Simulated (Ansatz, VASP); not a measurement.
**MoN2 in VASP and in Ansatz**

Contents of INCAR:

```
  ALGO = Normal
  EDIFF = 1E-6
  ENCUT = 520
  GGA = PS
  ISIF = 2
  ISMEAR = -1
  LASPH = T
  LCHARG = F
  LDAU = T
  LDAUJ = 0 0
  LDAUL = 2 -1
  LDAUPRINT = 1
  LDAUTYPE = 2
  LDAUU = 5 0
  LMAXMIX = 4
  LREAL = F
  LWAVE = F
  NBANDS = 33
  NELM = 150
  PREC = Accurate
  SIGMA = 0.05
```

File KPOINTS:

```
k-points
0
Gamma
  6 6 10
```

File POSCAR:

```
MoN2
1.0
    4.3480530000      0.0000000000      0.0000000000
    0.0000000000      4.3480530000      0.0000000000
    0.0000000000      0.0000000000      2.7674600000
Mo N
2 4
Direct
    0.0000000000      0.0000000000      0.0000000000
    0.5000000000      0.5000000000      0.0000000000
    0.6116470000      0.8883530000      0.5000000000
    0.3883530000      0.1116470000      0.5000000000
    0.1116470000      0.6116470000      0.5000000000
    0.8883530000      0.3883530000      0.5000000000
```

The input input.yaml:

```yaml
crystal:
  lattice:
    - [4.348053, 0.0, 0.0]
    - [0.0, 4.348053, 0.0]
    - [0.0, 0.0, 2.76746]
  atoms:
    - { symbol: Mo, position: [0.0, 0.0, 0.0] }
    - { symbol: Mo, position: [0.5, 0.5, 0.0] }
    - { symbol: "N", position: [0.611647, 0.888353, 0.5] }
    - { symbol: "N", position: [0.388353, 0.111647, 0.5] }
    - { symbol: "N", position: [0.111647, 0.611647, 0.5] }
    - { symbol: "N", position: [0.888353, 0.388353, 0.5] }
hamiltonian:
  xc: pbesol
  pseudopotentials: { kind: paw }
  hubbard: { sites: [{ species: Mo, l: d, u_eff: 5.0 }] }
kpoints:
  mp_grid: { grid: [6, 6, 10] }
  band_path:
    path:
      - [[0.0, 0.0, 0.0], [0.0, 0.5, 0.0], [0.5, 0.5, 0.0], [0.0, 0.0, 0.0], [0.0, 0.0, 0.5], [0.0, 0.5, 0.5], [0.5, 0.5, 0.5], [0.0, 0.0, 0.5]]
      - [[0.0, 0.5, 0.0], [0.0, 0.5, 0.5]]
      - [[0.5, 0.5, 0.0], [0.5, 0.5, 0.5]]
    npoints: 14
scf:
  occupations: { method: fermi_dirac, width: 0.05 }
  n_extra_bands: 15
output:
  forces: true
  stress: true
  eigenvalues: true
  fatbands: false
```

Alike in both runs: functional PBEsol; k mesh 6 × 6 × 10; occupations fermi-dirac, width 0.05 eV; no spin polarisation; Hubbard terms Mo d U = 5.0 eV.

|  | VASP | Ansatz |
| --- | --- | --- |
| version | VASP 6.6.1 | Ansatz 0.2.0 |
| potentials or method | VASP PAW PBE potentials, release 64 (Mo_sv, N) | Ansatz PAW |
| plane-wave cutoff (eV) | 520 | 420 |
| valence electrons in the cell | 48 | 48 |
| task | single point | band structure |

```csv
,VASP,Ansatz,Ansatz less VASP
gap on the k mesh at the Fermi level (eV),none,none,-
pressure (GPa),-4.5,-9.4,-4.92
"traceless stress, the component that is largest in VASP (GPa)",2.28,0.14,-2.144
rms of the force components (eV/Å),0.031,0.158,+0.1272
```

VASP's potentials were made for PBE, not for PBEsol. The programs project onto different local orbitals, so the same U acts differently, and such runs can settle in different states. Atom by atom the forces differ by 0.189 eV/Å (rms over components). A gap of «none» marks a metal or a gap that the smearing closes.
